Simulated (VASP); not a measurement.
A run of VASP 6.6.1 is set up as follows.

Contents of INCAR:

```
SYSTEM = Al3Cu2
ALGO = Normal
EDIFF = 1E-6
ENCUT = 820
GGA = PS
GGA_COMPAT = .FALSE.
ISIF = 2
ISMEAR = 0
LASPH = .TRUE.
LCHARG = .TRUE.
LELF = .TRUE.
LREAL = .FALSE.
LVHAR = .TRUE.
LWAVE = .FALSE.
NBANDS = 32
NELM = 120
PREC = Accurate
SIGMA = 0.1
```

Contents of KPOINTS:

```
k-points
0
G
  1 1 1
  0 0 0
```

Contents of POSCAR:

```
Al3Cu2
1.0
    4.0472680556      0.0074024528      0.0200421321
   -2.0172233156      3.4831102312     -0.0120505430
    0.0244543287     -0.0028593368      4.9807017204
Al Cu
3 2
Direct
   -0.0008572511     -0.0022964813     -0.0037870460
    0.3239394096      0.6152035583      0.3246428018
    0.6361111384      0.3216370404      0.6524015193
    0.2936928577      0.6558659016      0.8549848793
    0.6488481480      0.2910866889      0.1295631523
```

Potentials or basis: VASP PAW PBE potentials, release 64 (Al, Cu_sv_GW).

The run is started by

```console
$ cat potpaw_PBE.64/Al/POTCAR potpaw_PBE.64/Cu_sv_GW/POTCAR > POTCAR
$ mpirun -np 1 vasp_gam > vasp.out
```

What does it give for the pressure?

15.3 GPa.

Predict the largest force.

2.163 eV/Å.

Predict the band gap on the k mesh.

zero (an odd number of electrons rules out a gap without spin polarisation).

Forces on the atoms (eV/Å):
```
Al  -0.123 -0.122 -0.122
Al  -1.407  0.943  1.345
Al   0.895 -0.794 -1.106
Cu  -0.681  0.451 -1.235
Cu   1.316 -0.477  1.118
```

Caveat: the k points lie up to 1.80 Å⁻¹ apart, too coarse for converged energies and pressures of a metal; the PAW data sets were made with another functional, which shifts forces and pressure a little.
